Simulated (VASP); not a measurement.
# CuO (Cccm) in VASP: further runs

CuO is run at these levels: PBEsol, PBE; tasks: single point.

All numbers are computed with VASP 6.6.1; they aren't measurements. Logs are shortened: lines on timing, memory, paths and dates and some standing lists are left out, and cuts for length are marked.

**1. The cell of the first run**

The structure is orthorhombic, space group Cccm (No. 66). The conventional cell has a = 3.982 Å, b = 4.307 Å, c = 5.156 Å, α = 90.00°, β = 90.00°, γ = 90.00°. Cu (site symmetry 2/m) has 4 O at 1.95 Å within 2.6 Å. O (site symmetry 222) has 4 Cu at 1.95 Å and 2 O at 2.58 Å within 2.6 Å.

**2. Single point, PBEsol**

Contents of INCAR:

```
ALGO = Normal
EDIFF = 1E-7
ENCUT = 520
GGA = PS
ISIF = 2
ISMEAR = -1
LASPH = True
LCHARG = True
LELF = True
LREAL = False
LVHAR = True
LWAVE = False
NBANDS = 25
NELM = 60
PREC = Accurate
SIGMA = 0.03
```

Contents of KPOINTS:

```
k-points
0
Gamma
  5 5 3
```

Contents of POSCAR:

```
CuO
1.0
    1.9909680000     -2.1535500000      0.0000000000
    1.9909680000      2.1535500000      0.0000000000
    0.0000000000      0.0000000000      5.1559280000
Cu O
2 2
Direct
    0.5000000000      0.0000000000      0.0000000000
    0.0000000000      0.5000000000      0.5000000000
    0.5000000000      0.5000000000      0.2500000000
    0.5000000000      0.5000000000      0.7500000000
```

Potentials or basis: VASP PAW PBE potentials, release 64 (Cu, O).

On the command line:

```
cat potpaw_PBE.64/Cu/POTCAR potpaw_PBE.64/O/POTCAR > POTCAR
mpirun -np 1 vasp_std > vasp.out
```

OUTCAR:

```text
EDIFF = 1E-7
   ENCUT = 520
   GGA = PS
   ISIF = 2
   ISMEAR = -1
   LASPH = True
   LREAL = False
   NELM = 60
   PREC = Accurate

 ion  position               nearest neighbor table
   1  0.500  0.000  0.000-   3 1.95   4 1.95   3 1.95   4 1.95
   2  0.000  0.500  0.500-   3 1.95   4 1.95   3 1.95   4 1.95
   3  0.500  0.500  0.250-   1 1.95   2 1.95   1 1.95   2 1.95
   4  0.500  0.500  0.750-   1 1.95   2 1.95   1 1.95   2 1.95

  LATTYP: Found a base centered orthorhombic cell.
 ALAT       =     3.9819360000
 B/A-ratio  =     1.0816597755
 C/A-ratio  =     1.2948294498

  Lattice vectors:

 A1 = (   1.9909680000,  -2.1535500000,   0.0000000000)
 A2 = (   1.9909680000,   2.1535500000,   0.0000000000)
 A3 = (   0.0000000000,   0.0000000000,   5.1559280000)

Analysis of symmetry for initial positions (statically):
=====================================================================
 Subroutine PRICEL returns:
 Original cell was already a primitive cell.

 Routine SETGRP: Setting up the symmetry group for a
 base centered orthorhombic supercell.

 Subroutine GETGRP returns: Found  8 space group operations
 (whereof  4 operations were pure point group operations)
 out of a pool of  8 trial point group operations.

The static configuration has the point symmetry C_2h.
 The point group associated with its full space group is D_2h.

Analysis of symmetry for dynamics (positions and initial velocities):
=====================================================================
 Subroutine PRICEL returns:
 Original cell was already a primitive cell.

 Routine SETGRP: Setting up the symmetry group for a
 base centered orthorhombic supercell.

 Subroutine GETGRP returns: Found  8 space group operations
 (whereof  4 operations were pure point group operations)
 out of a pool of  8 trial point group operations.

The dynamic configuration has the point symmetry C_2h.
 The point group associated with its full space group is D_2h.

 Subroutine INISYM returns: Found  8 space group operations
 (whereof  4 operations are pure point group operations),
 and found     1 'primitive' translations

----------------------------------------------------------------------------------------

                                     Primitive cell

  volume of cell :      44.2136

[... 82 lines left out ...]
   LASPH  =      T    aspherical Exc in radial PAW
   ENCUT  =  520.0 eV  38.22 Ry    6.18 a.u.   5.45  5.45  9.59*2*pi/ulx,y,z
   NELM   =     60;   NELMIN=  2; NELMDL= -5     # of ELM steps
   EDIFF  = 0.1E-06   stopping-criterion for ELM
   LREAL  =      F    real-space projection
   EDIFFG = 0.1E-05   stopping-criterion for IOM
   NSW    =      0    number of steps for IOM
   IBRION =     -1    ionic relax: 0-MD 1-quasi-New 2-CG
   NFREE  =      0    steps in history (QN), initial steepest desc. (CG)
   ISIF   =      2    stress and relaxation
   ISYM   =      2    0-nonsym 1-usesym 2-fastsym
   POTIM  = 0.5000    time-step for ionic-motion
   TEBEG  =    0.0;   TEEND  =   0.0 temperature during run
   PSTRESS=    0.0 pullay stress
   NELECT =      34.0000    total number of electrons
   NUPDOWN=      -1.0000    fix difference up-down
   EMIN   =  10.00;   EMAX   =-10.00  energy-range for DOS
   EFERMI =   0.00;   METHOD = LEGACY
   ISMEAR =    -1;   SIGMA  =   0.03  broadening in eV -4-tet -1-fermi 0-gaus
   EFERMI_NEDOS =   21; number of points for ismear=-14 and -15
   IALGO  =     38    algorithm
   IMIX   =      4    mixing-type and parameters
     AMIX     =   0.40;   BMIX     =  1.00
     AMIX_MAG =   1.60;   BMIX_MAG =  1.00
  volume/ion in A,a.u.               =      11.05        74.59
  Fermi-wavevector in a.u.,A,eV,Ry     =   1.499854  2.834314 30.607167  2.249563
  Thomas-Fermi vector in A             =   2.611430
   LORBIT       =      0    0 simple, 1 ext, 2 COOP (PROOUT), +10 PAW based schemes
   GGA     = PS    functional components
   LHFCALC =     F    Hartree Fock is set to
   AEXX    =    0.0000 exact exchange contribution
   IVDW    =     0    specifies the selected vdW correction
   LEPSILON=     F    determine dielectric tensor
   LRPA    =     F    only Hartree local field effects (RPA)
 non-spin polarized calculation
  energy-cutoff  :      520.00
  volume of cell :       44.21
 maximum number of plane-waves:      1213
 NGX is ok and might be reduce to    24
   NGX = 11   NGY = 11   NGZ = 19

 number of electron      33.9999999 magnetization

 Free energy of the ion-electron system (eV)
  ---------------------------------------------------
  ext. energy  EPLUGINS =         0.00000000
  ---------------------------------------------------
  free energy    TOTEN  =       -21.45810991 eV

  energy without entropy =      -21.45033333  energy(sigma->0) =      -21.45422162

 E-fermi :   4.7989     XC(G=0): -11.6099

 val. band max:        4.6494759295   @ k =   0.2000   0.2000   0.3333
 cond. band min:       4.8526933158   @ k =  -0.4000   0.2000   0.3333
 fundamental gap:      0.2032173863
 Fermi energy:         4.7989105475

 k-point     1 :       0.0000    0.0000    0.0000
  band No.  band energies     occupation
      1     -14.9920      2.00000
      2     -13.6615      2.00000
      3      -3.4445      2.00000
      4      -0.7711      2.00000
      5      -0.6126      2.00000
      6       1.0136      2.00000
[... 493 lines left out ...]
     24      16.8568      0.00000
     25      18.0462      0.00000

------------------------ aborting loop because EDIFF is reached ----------------------------------------

  FORCE on cell =-STRESS in cart. coord.  units (eV):
  Direction    XX          YY          ZZ          XY          YZ          ZX
  --------------------------------------------------------------------------------------
  -------------------------------------------------------------------------------------
  Total       -1.1909698     -1.6543488     -1.7759934     -0.0000000      0.0000000      0.0000000
  in kB      -43.1573972    -59.9489499    -64.3570079     -0.0000000      0.0000000      0.0000000
  external PRESSURE =     -55.8211183 kB  Pullay stress =       0.0000000 kB

 VOLUME and BASIS-vectors are now :
 -----------------------------------------------------------------------------
  energy-cutoff  :      520.00
  volume of cell :       44.21
      direct lattice vectors                 reciprocal lattice vectors
     1.990968000 -2.153550000  0.000000000     0.251134122 -0.232174781  0.000000000
     1.990968000  2.153550000  0.000000000     0.251134122  0.232174781  0.000000000
     0.000000000  0.000000000  5.155928000     0.000000000  0.000000000  0.193951506

 POSITION                                       TOTAL-FORCE (eV/Angst)
 -----------------------------------------------------------------------------------
      0.99548     -1.07678      0.00000         0.000000     -0.000000      0.000000
      0.99548      1.07678      2.57796        -0.000000     -0.000000      0.000000
      1.99097      0.00000      1.28898        -0.000000      0.000000     -0.000000
      1.99097      0.00000      3.86695        -0.000000      0.000000      0.000000
 -----------------------------------------------------------------------------------
    total drift:                                0.000000     -0.000000     -0.000000

  FREE ENERGIE OF THE ION-ELECTRON SYSTEM (eV)
  ---------------------------------------------------
  free  energy   TOTEN  =       -21.4581099050 eV

  energy  without entropy=      -21.4503333306  energy(sigma->0) =      -21.45422162
```

OSZICAR:

```text
N       E                     dE             d eps       ncg     rms          rms(c)
DAV:   1     0.303063863613E+03    0.30306E+03   -0.16211E+04   940   0.211E+03
DAV:   2     0.140285571542E+02   -0.28904E+03   -0.26663E+03   903   0.396E+02
DAV:   3    -0.261709586648E+02   -0.40200E+02   -0.37713E+02  1119   0.163E+02
DAV:   4    -0.276075355413E+02   -0.14366E+01   -0.14247E+01  1150   0.330E+01
DAV:   5    -0.276383335575E+02   -0.30798E-01   -0.30785E-01  1143   0.422E+00    0.179E+01
DAV:   6    -0.256269886667E+02    0.20113E+01   -0.41043E+01  1258   0.160E+02    0.143E+01
DAV:   7    -0.214096525700E+02    0.42173E+01   -0.11249E+01  1122   0.117E+02    0.252E+00
DAV:   8    -0.215004872427E+02   -0.90835E-01   -0.15184E+00   965   0.835E+00    0.160E+00
DAV:   9    -0.214621546262E+02    0.38333E-01   -0.58802E-02  1292   0.538E+00    0.462E-01
DAV:  10    -0.214594394758E+02    0.27152E-02   -0.12125E-02  1183   0.118E+00    0.370E-01
DAV:  11    -0.214580753850E+02    0.13641E-02   -0.65423E-03  1367   0.763E-01    0.548E-02
DAV:  12    -0.214581017278E+02   -0.26343E-04   -0.56405E-04  1206   0.276E-01    0.468E-02
DAV:  13    -0.214581101902E+02   -0.84624E-05   -0.42227E-05  1340   0.899E-02    0.639E-03
DAV:  14    -0.214581101537E+02    0.36445E-07   -0.33815E-06  1119   0.187E-02    0.548E-03
DAV:  15    -0.214581099344E+02    0.21930E-06   -0.14346E-06  1380   0.220E-02    0.123E-03
DAV:  16    -0.214581099050E+02    0.29430E-07   -0.12420E-07   619   0.620E-03
   1 F= -.21458110E+02 E0= -.21454222E+02  d E =-.777657E-02
```

stdout:

```text
POSCAR found type information on POSCAR CuO
 POSCAR found :  2 types and       4 ions
 scaLAPACK will be used
 -----------------------------------------------------------------------------
|                                                                             |
|                                                                             |
|     You enforced a specific xc type in the INCAR file but a different       |
|     I HOPE YOU KNOW WHAT YOU ARE DOING!                                     |
|                                                                             |
 -----------------------------------------------------------------------------

 LDA part: xc-table for (Slater+PW92), standard interpolation
 POSCAR, INCAR and KPOINTS ok, starting setup
 FFT: planning ... GRIDC
 FFT: planning ... GRID_SOFT
 FFT: planning ... GRID
 WAVECAR not read
 entering main loop
```

It took 30 s on 1 thread of Intel Xeon Platinum 8259CL at 2.50GHz (Skylake/Cascade Lake), shared host; peak memory 0.16 GiB.

Results:

```
Free energy            : -21.4581 eV
Pressure               : -5.6 GPa
Band gap on the k mesh : zero (band 17 reaches 5.31 eV, above the bottom of band 18 at 4.59 eV)
```

Levels at points of the mesh, in eV from the Fermi level:
```tsv
k point	band 15	band 16	band 17	band 18	band 19	band 20
(0.00, 0.00, 0.00)	-2.35	-1.96	0.51	0.70	1.30	5.94
```

Caveat: the k points lie up to 0.43 Å⁻¹ apart; the PAW data sets were made with another functional, which shifts forces and pressure a little; semilocal functionals often make such compounds metallic where correlation or magnetic order opens a gap, which also shifts bond lengths. With open d or f shells a metallic result of PBEsol can be an artefact of self-interaction; +U or a hybrid may open a gap.

(Part 1 of 2 ends here.)
